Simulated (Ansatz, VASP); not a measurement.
ZrC in VASP and in Ansatz

```
Zr C
1.0
     3.33027    0.00000    0.00000
    -1.66514    2.88410    0.00000
     0.00000    0.00000    8.15389
Zr C
3 3
Direct
  0.00000 0.00000 0.00000
  0.33333 0.66667 0.33333
  0.66667 0.33333 0.66667
  0.66667 0.33333 0.16667
  0.00000 0.00000 0.50000
  0.33333 0.66667 0.83333
```

Alike in both runs: functional PBE; k mesh 12 × 12 × 6; occupations gaussian, width 0.1 eV; no spin polarisation.

Ansatz relaxed the structure, and its values are those at the end. VASP's run is a single point on that final structure, the one shown.

|  | VASP | Ansatz |
| --- | --- | --- |
| version | VASP 6.6.1 | Ansatz 0.2.0 |
| potentials or method | VASP PAW PBE potentials, release 64 (Zr_sv, C), cutoff 520 eV | scalar-relativistic, plane waves, PAW |
| valence electrons in the cell | 48 | 48 |

```csv
,VASP,Ansatz,Ansatz less VASP
gap on the k mesh at the Fermi level (eV),none,none,-
pressure (GPa),0.2,0.0,-0.25
```

A gap of «none» marks a metal or a gap that the smearing closes.
